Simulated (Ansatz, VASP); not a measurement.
# Cu3Au in VASP and in Ansatz

```xyz
8
Lattice="-3.7807 3.7807 0.0000 0.0000 3.7807 -3.7807 -3.7807 0.0000 -3.7807" Properties=species:S:1:pos:R:3 pbc="T T T"
Cu    0.0000    1.8903   -1.8903
Cu   -3.7807    1.8903   -1.8903
Cu   -1.8903    1.8903    0.0000
Cu   -1.8903    1.8903   -3.7807
Cu   -1.8903    0.0000   -1.8903
Cu   -1.8903    3.7807   -1.8903
Au    0.0000    0.0000    0.0000
Au   -3.7807    3.7807   -3.7807
```

Alike in both runs: functional PBE; k mesh 8 × 8 × 8; occupations gaussian, width 0.1 eV; no spin polarisation.

Ansatz relaxed the structure, and its values are those at the end. VASP's run is a single point on that final structure, the one shown.

```csv
,VASP,Ansatz
version,VASP 6.6.1,Ansatz 0.2.0
potentials or method,"VASP PAW PBE potentials, release 64 (Cu, Au), cutoff 600 eV","scalar-relativistic, plane waves, PAW"
valence electrons in the cell,88,152
```

```tsv
	VASP	Ansatz	Ansatz less VASP
gap on the k mesh at the Fermi level (eV)	none	none	-
pressure (GPa)	0.3	0.1	-0.22
```

A gap of «none» marks a metal or a gap that the smearing closes. VASP's potentials hold 88 valence electrons a cell and Ansatz's 152, so a difference there can come from the potentials and not from the codes.

Neither program's run includes spin-orbit coupling.
